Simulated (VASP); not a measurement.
# P in VASP: further runs

The runs below take P through single point, with LDA.

Program: VASP 6.6.1. These are calculated values, not measurements. Logs are shortened: lines on timing, memory, paths and dates and some standing lists are left out, and cuts for length are marked.

## 1. The cell of the first run

The cell holds a slab with vacuum, 4 atoms: a = 3.467 Å, b = 36.797 Å, c = 4.156 Å, α = 90.00°, β = 90.00°, γ = 90.00°.

## 2. Single point, LDA

Contents of INCAR:

```
SYSTEM = P
PREC = Accurate ; ENCUT = 520
EDIFF = 1E-6 ; ISMEAR = 0
SIGMA = 0.05 ; LREAL = .FALSE.
LASPH = .TRUE. ; NELM = 80
ALGO = Normal ; ISIF = 2
LWAVE = .FALSE. ; LCHARG = .TRUE.
LELF = .TRUE. ; LVHAR = .TRUE.
NBANDS = 18
```

Contents of KPOINTS:

```
regular mesh
0
G
  10 1 8
  0 0 0
```

Contents of POSCAR:

```
P
1.0
    3.4665236214      0.0000000000      0.0000000000
    0.0000000000     36.7974240259      0.0000000000
    0.0000000000      0.0000000000      4.1564488800
P
4
Direct
    0.0000000000      0.9702614300      0.5921507200
    0.0000000000      0.0297385700      0.4078492800
    0.5000000000      0.0297385700      0.0921507200
    0.5000000000      0.9702614300      0.9078492800
```

Potentials or basis: VASP PAW LDA potentials, release 64 (P).

Run with:

```console
$ cat potpaw_LDA.64/P/POTCAR > POTCAR
$ mpirun -np 1 vasp_std > vasp.out
```

OUTCAR:

```text
SYSTEM = P
   PREC = Accurate
   ENCUT = 520
   EDIFF = 1E-6
   ISMEAR = 0
   LREAL = .FALSE.
   LASPH = .TRUE.
   NELM = 80
   ISIF = 2

 ion  position               nearest neighbor table
   1  0.000  0.970  0.592-   4 2.17   4 2.17   2 2.32
   2  0.000  0.030  0.408-   3 2.17   3 2.17   1 2.32
   3  0.500  0.030  0.092-   2 2.17   2 2.17   4 2.32
   4  0.500  0.970  0.908-   1 2.17   1 2.17   3 2.32

  LATTYP: Found a simple orthorhombic cell.
 ALAT       =     3.4665236214
 B/A-ratio  =     1.1990251139
 C/A-ratio  =    10.6150795566

  Lattice vectors:

 A1 = (  -3.4665236214,   0.0000000000,   0.0000000000)
 A2 = (   0.0000000000,   0.0000000000,   4.1564488800)
 A3 = (   0.0000000000,  36.7974240259,   0.0000000000)

Analysis of symmetry for initial positions (statically):
=====================================================================
 Subroutine PRICEL returns:
 Original cell was already a primitive cell.

 Routine SETGRP: Setting up the symmetry group for a
 simple orthorhombic supercell.

 Subroutine GETGRP returns: Found  8 space group operations
 (whereof  4 operations were pure point group operations)
 out of a pool of  8 trial point group operations.

The static configuration has the point symmetry C_2h.
 The point group associated with its full space group is D_2h.

Analysis of symmetry for dynamics (positions and initial velocities):
=====================================================================
 Subroutine PRICEL returns:
 Original cell was already a primitive cell.

 Routine SETGRP: Setting up the symmetry group for a
 simple orthorhombic supercell.

 Subroutine GETGRP returns: Found  8 space group operations
 (whereof  4 operations were pure point group operations)
 out of a pool of  8 trial point group operations.

The dynamic configuration has the point symmetry C_2h.
 The point group associated with its full space group is D_2h.

 Subroutine INISYM returns: Found  8 space group operations
 (whereof  4 operations are pure point group operations),
 and found     1 'primitive' translations

----------------------------------------------------------------------------------------

                                     Primitive cell

  volume of cell :     530.1930

  direct lattice vectors                    reciprocal lattice vectors
     3.466523621  0.000000000  0.000000000     0.288473442  0.000000000  0.000000000
     0.000000000 36.797424026  0.000000000     0.000000000  0.027175815  0.000000000
     0.000000000  0.000000000  4.156448880     0.000000000  0.000000000  0.240589991

  length of vectors
     3.466523621 36.797424026  4.156448880     0.288473442  0.027175815  0.240589991

  position of ions in fractional coordinates (direct lattice)
     0.000000000  0.970261430  0.592150720
     0.000000000  0.029738570  0.407849280
     0.500000000  0.029738570  0.092150720
     0.500000000  0.970261430  0.907849280

  ion indices of the primitive-cell ions
   primitive index   ion index
                 1           1
                 2           2
                 3           3
                 4           4

----------------------------------------------------------------------------------------

 KPOINTS: regular mesh

Automatic generation of k-mesh.
 Grid dimensions read from file:
 generate k-points for:   10    1    8

 Generating k-lattice:

  Cartesian coordinates                     Fractional coordinates (reciprocal lattice)
     0.028847344  0.000000000  0.000000000     0.100000000  0.000000000  0.000000000
     0.000000000  0.027175815  0.000000000     0.000000000  1.000000000  0.000000000
     0.000000000  0.000000000  0.030073749     0.000000000  0.000000000  0.125000000

  Length of vectors
     0.028847344  0.027175815  0.030073749

  Shift w.r.t. Gamma in fractional coordinates (k-lattice)
     0.000000000  0.000000000  0.000000000

 Subroutine IBZKPT returns following result:
 ===========================================

 Found     30 irreducible k-points:

 Following reciprocal coordinates:
            Coordinates               Weight
  0.000000  0.000000  0.000000      1.000000
  0.100000  0.000000  0.000000      2.000000
  0.200000  0.000000  0.000000      2.000000
  0.300000  0.000000  0.000000      2.000000
  0.400000  0.000000  0.000000      2.000000
  0.500000  0.000000  0.000000      1.000000
[... 16 lines left out ...]
  0.400000  0.000000  0.375000      4.000000
  0.500000  0.000000  0.375000      2.000000
 [... further k-points ...]
   k-points           NKPTS =     30   k-points in BZ     NKDIM =     30   number of bands    NBANDS=     18
   number of dos      NEDOS =    301   number of ions     NIONS =      4
   total plane-waves  NPLWV = 250880
   dimension x,y,z NGX =    28 NGY =  280 NGZ =   32
   dimension x,y,z NGXF=    56 NGYF=  560 NGZF=   64
   ions per type =               4
   NGX,Y,Z   is equivalent  to a cutoff of  13.43, 12.65, 12.80 a.u.
   NGXF,Y,Z  is equivalent  to a cutoff of  26.86, 25.30, 25.60 a.u.
 SYSTEM =  P
   PREC   = accura    normal or accurate (medium, high low for compatibility)
   ISTART =      0    job   : 0-new  1-cont  2-samecut
   ICHARG =      2    charge: 1-file 2-atom 10-const
   ISPIN  =      1    spin polarized calculation?
   LNONCOLLINEAR =      F non collinear calculations
   LSORBIT =      F    spin-orbit coupling
   LASPH  =      T    aspherical Exc in radial PAW
   ENCUT  =  520.0 eV  38.22 Ry    6.18 a.u.   6.45 68.42  7.73*2*pi/ulx,y,z
   NELM   =     80;   NELMIN=  2; NELMDL= -5     # of ELM steps
   EDIFF  = 0.1E-05   stopping-criterion for ELM
   LREAL  =      F    real-space projection
   EDIFFG = 0.1E-04   stopping-criterion for IOM
   NSW    =      0    number of steps for IOM
   IBRION =     -1    ionic relax: 0-MD 1-quasi-New 2-CG
   NFREE  =      0    steps in history (QN), initial steepest desc. (CG)
   ISIF   =      2    stress and relaxation
   ISYM   =      2    0-nonsym 1-usesym 2-fastsym
   POTIM  = 0.5000    time-step for ionic-motion
   TEBEG  =    0.0;   TEEND  =   0.0 temperature during run
   PSTRESS=    0.0 pullay stress
   NELECT =      20.0000    total number of electrons
   NUPDOWN=      -1.0000    fix difference up-down
   EMIN   =  10.00;   EMAX   =-10.00  energy-range for DOS
   EFERMI =   0.00;   METHOD = LEGACY
   ISMEAR =     0;   SIGMA  =   0.05  broadening in eV -4-tet -1-fermi 0-gaus
   EFERMI_NEDOS =   21; number of points for ismear=-14 and -15
   IALGO  =     38    algorithm
   IMIX   =      4    mixing-type and parameters
     AMIX     =   0.40;   BMIX     =  1.00
     AMIX_MAG =   1.60;   BMIX_MAG =  1.00
  volume/ion in A,a.u.               =     132.55       894.48
  Fermi-wavevector in a.u.,A,eV,Ry     =   0.549044  1.037542  4.101461  0.301449
  Thomas-Fermi vector in A             =   1.580001
   LORBIT       =      0    0 simple, 1 ext, 2 COOP (PROOUT), +10 PAW based schemes
   GGA     = CA    functional components
   LHFCALC =     F    Hartree Fock is set to
   AEXX    =    0.0000 exact exchange contribution
   IVDW    =     0    specifies the selected vdW correction
   LEPSILON=     F    determine dielectric tensor
   LRPA    =     F    only Hartree local field effects (RPA)
 non-spin polarized calculation
 Gauss-broadening in eV      SIGMA  =   0.05
  energy-cutoff  :      520.00
  volume of cell :      530.19
 maximum number of plane-waves:     14400
 NGX is ok and might be reduce to    28
   NGX = 13   NGY =137   NGZ = 15

 number of electron      20.0000000 magnetization

 Free energy of the ion-electron system (eV)
  ---------------------------------------------------
  ext. energy  EPLUGINS =         0.00000000
  ---------------------------------------------------
  free energy    TOTEN  =       -23.41903456 eV

  energy without entropy =      -23.41847212  energy(sigma->0) =      -23.41875334

 E-fermi :  -3.1073     XC(G=0):  -1.7719

 val. band max:       -3.1524307645   @ k =   0.1000   0.0000   0.0000
 cond. band min:      -3.0778312508   @ k =   0.0000   0.0000   0.0000
 fundamental gap:      0.0745995137
 Fermi energy:        -3.1073407571

 k-point     1 :       0.0000    0.0000    0.0000
  band No.  band energies     occupation
      1     -18.6086      2.00000
      2     -16.2386      2.00000
      3     -11.5689      2.00000
      4      -9.2415      2.00000
      5      -8.0986      2.00000
      6      -7.6116      2.00000
[... 10 lines left out ...]
     17       1.6005      0.00000
     18       1.7453      0.00000

 k-point     2 :       0.1000    0.0000    0.0000
  band No.  band energies     occupation
      1     -18.4986      2.00000
      2     -16.1262      2.00000
      3     -11.8121      2.00000
      4      -9.1515      2.00000
      5      -8.3731      2.00000
      6      -8.1700      2.00000
[... 10 lines left out ...]
     17       1.7256      0.00000
     18       1.8623      0.00000

 k-point     3 :       0.2000    0.0000    0.0000
  band No.  band energies     occupation
      1     -18.1701      2.00000
      2     -15.7898      2.00000
      3     -12.5703      2.00000
      4      -9.5221      2.00000
      5      -8.8901      2.00000
      6      -8.6287      2.00000
[... 10 lines left out ...]
     17       1.4840      0.00000
     18       1.5615      0.00000

 k-point     4 :       0.3000    0.0000    0.0000
  band No.  band energies     occupation
      1     -17.6276      2.00000
      2     -15.2320      2.00000
      3     -13.6764      2.00000
      4     -10.9616      2.00000
      5      -8.5049      2.00000
      6      -8.4931      2.00000
[... 375 lines left out ...]
      4     -11.7511      2.00000
      5      -9.7164      2.00000
      6      -9.1342      2.00000
[... 10 lines left out ...]
     17       2.5682      0.00000
     18       2.9063      0.00000

 k-point    23 :       0.4000    0.0000    0.3750
  band No.  band energies     occupation
      1     -16.1994      2.00000
      2     -15.3773      2.00000
      3     -13.6615      2.00000
      4     -12.7737      2.00000
      5      -9.3656      2.00000
      6      -8.7529      2.00000
[... 10 lines left out ...]
     17       3.0852      0.00000
     18       3.8917      0.00000

 k-point    24 :       0.5000    0.0000    0.3750
  band No.  band energies     occupation
      1     -15.4793      2.00000
      2     -15.4793      2.00000
      3     -13.6597      2.00000
      4     -13.6597      2.00000
      5      -8.6676      2.00000
      6      -8.6676      2.00000
[... 10 lines left out ...]
     17       3.1987      0.00000
     18       3.1987      0.00000

 [... further k-points ...]
[... 5 lines left out ...]
  --------------------------------------------------------------------------------------
  -------------------------------------------------------------------------------------
  Total       -2.8004147     -2.9085171      1.9803468      0.0000000     -0.0000000      0.0000000
  in kB       -8.4625044     -8.7891763      5.9843613      0.0000000     -0.0000000      0.0000000
  external PRESSURE =      -3.7557731 kB  Pullay stress =       0.0000000 kB

 VOLUME and BASIS-vectors are now :
 -----------------------------------------------------------------------------
  energy-cutoff  :      520.00
  volume of cell :      530.19
      direct lattice vectors                 reciprocal lattice vectors
     3.466523621  0.000000000  0.000000000     0.288473442  0.000000000  0.000000000
     0.000000000 36.797424026  0.000000000     0.000000000  0.027175815  0.000000000
     0.000000000  0.000000000  4.156448880     0.000000000  0.000000000  0.240589991

 POSITION                                       TOTAL-FORCE (eV/Angst)
 -----------------------------------------------------------------------------------
      0.00000     35.70312      2.46124         0.000000      0.661170     -1.358235
      0.00000      1.09430      1.69520         0.000000     -0.661170      1.358235
      1.73326      1.09430      0.38302         0.000000     -0.661170     -1.358235
      1.73326     35.70312      3.77343        -0.000000      0.661170      1.358235
 -----------------------------------------------------------------------------------
    total drift:                               -0.000000      0.000000     -0.000000

  FREE ENERGIE OF THE ION-ELECTRON SYSTEM (eV)
  ---------------------------------------------------
  free  energy   TOTEN  =       -23.4190345560 eV

  energy  without entropy=      -23.4184721151  energy(sigma->0) =      -23.41875334
```

It took 7.5 min on 1 thread of Oxide Virtual Turin-like, shared host; peak memory 0.48 GiB.

What came out:

```yaml
Free_energy: -23.4190 eV
Largest_force: 1.511 eV/Å
Band_gap_on_the_k_mesh: 0.07 eV, indirect (least direct gap 0.18 eV)
```

Forces in eV/Å, atoms in the order of the input:
```
P    0.000  0.661 -1.358
P    0.000 -0.661  1.358
P    0.000 -0.661 -1.358
P    0.000  0.661  1.358
```

## 3. Single point, LDA

This run uses another cell than the first one, of the same volume but with other edges.

Contents of INCAR:

```
PREC = Accurate
ENCUT = 520
EDIFF = 1E-7
ISMEAR = 0
SIGMA = 0.05
LREAL = F
LASPH = T
NELM = 60
ALGO = Normal
ISIF = 2
LWAVE = F
LCHARG = F
GGA = CA
NBANDS = 18
```

Contents of KPOINTS:

```
Automatic mesh
0
Gamma
  10 1 8
```

Contents of POSCAR:

```
P
1.0
    3.0901060936      0.0000000000      0.0000000000
    0.0000000000     32.8017220214      0.0000000000
    0.0000000000      0.0000000000      5.2307503211
P
4
Direct
    0.0000000000      0.9702614300      0.5921507200
    0.0000000000      0.0297385700      0.4078492800
    0.5000000000      0.0297385700      0.0921507200
    0.5000000000      0.9702614300      0.9078492800
```

Potentials or basis: VASP PAW LDA potentials, release 64 (P).

Run with:

```console
$ cat potpaw_LDA.64/P/POTCAR > POTCAR
$ mpirun -np 1 vasp_std > vasp.out
```

Wall time 8.9 min (1 thread of Oxide Virtual Turin-like, shared host); peak memory 0.46 GiB.

The run converged. Its results:

| Item | Value |
| --- | --- |
| Free energy | -23.1335 eV |
| Largest force | 1.671 eV/Å |
| Band gap on the k mesh | 0.63 eV, indirect (least direct gap 1.14 eV) |

Forces on the atoms (eV/Å):
```
P    0.000 -0.534  1.583
P    0.000  0.534 -1.583
P    0.000  0.534  1.583
P    0.000 -0.534 -1.583
```

Levels at points of the mesh, in eV from the valence-band top:
```
           k point  band 8  band 9  band 10  band 11  band 12  band 13
(0.00, 0.00, 0.00)   -1.58   -0.41     0.00     1.40     3.17     3.17
(0.50, 0.00, 0.00)   -2.76   -1.69    -1.69     0.73     0.73     2.10
(0.00, 0.00, 0.50)   -2.35   -1.00    -1.00     3.15     3.15     3.72
(0.50, 0.00, 0.50)   -4.26   -0.61    -0.61     1.49     1.49     3.19
```
